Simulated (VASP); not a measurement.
Zr5TiC6: single point with PBE

The system is Zr5TiC6.

```
Zr Ti C
1.0
     3.45988    0.00000    0.00000
     0.00000    3.45988    0.00000
     0.00000    0.00000   14.67903
Zr Ti C
5 1 6
Direct
  0.00000 0.00000 0.16667
  0.50000 0.50000 0.33333
  0.50000 0.50000 0.66667
  0.00000 0.00000 0.83333
  0.50000 0.50000 0.00000
  0.00000 0.00000 0.50000
  0.00000 0.00000 0.00000
  0.50000 0.50000 0.16667
  0.00000 0.00000 0.33333
  0.50000 0.50000 0.50000
  0.00000 0.00000 0.66667
  0.50000 0.50000 0.83333
```

```json
{
  "Program": "VASP 6.6.1",
  "Task": "single point",
  "Functional": "PBE",
  "Potentials or basis": "VASP PAW PBE potentials, release 64 (Zr_sv, Ti_sv, C)",
  "Cutoff": "520 eV",
  "k mesh": "6 × 6 × 2",
  "Occupations": "gaussian, width 0.1 eV",
  "Spin": "no spin polarisation"
}
```

```
Pressure               : -24.1 GPa
Largest force          : 0.503 eV/Å
Band gap on the k mesh : zero (bands 48 and 49 overlap by 0.23 eV)
```

Forces on the atoms (eV/Å):
```
Zr   0.000  0.000  0.035
Zr   0.000  0.000  0.503
Zr   0.000  0.000 -0.503
Zr   0.000  0.000 -0.035
Zr   0.000  0.000  0.000
Ti   0.000  0.000  0.000
C    0.000  0.000  0.000
C    0.000  0.000  0.004
C    0.000  0.000  0.353
C    0.000  0.000  0.000
C    0.000  0.000 -0.353
C    0.000  0.000 -0.004
```

Stress tensor (GPa, compression positive):
```
-23.91   0.00   0.00
  0.00 -23.91   0.00
  0.00   0.00 -24.47
```

Levels at points of the mesh, in eV from the Fermi level:
```tsv
k point	band 46	band 47	band 48	band 49	band 50	band 51
(0.00, 0.00, 0.00)	-0.09	0.03	0.03	0.24	0.35	0.94
(0.50, 0.00, 0.00)	-1.99	-1.81	-1.81	1.58	1.93	2.29
(0.50, 0.50, 0.00)	-1.17	-0.06	0.04	0.04	0.12	1.49
(0.00, 0.00, 0.50)	-0.07	-0.04	-0.04	0.29	0.29	0.36
(0.50, 0.00, 0.50)	-1.88	-1.85	-1.82	1.59	1.92	2.25
(0.50, 0.50, 0.50)	-0.71	-0.70	-0.55	0.58	0.58	0.64
```

Wall time 6.3 min on 1 thread of Intel(R) Xeon(R) Platinum 8259CL CPU @ 2.50GHz (Skylake/Cascade Lake) (shared host), peak memory 0.37 GiB.

Caveat: the cell stands under tension.
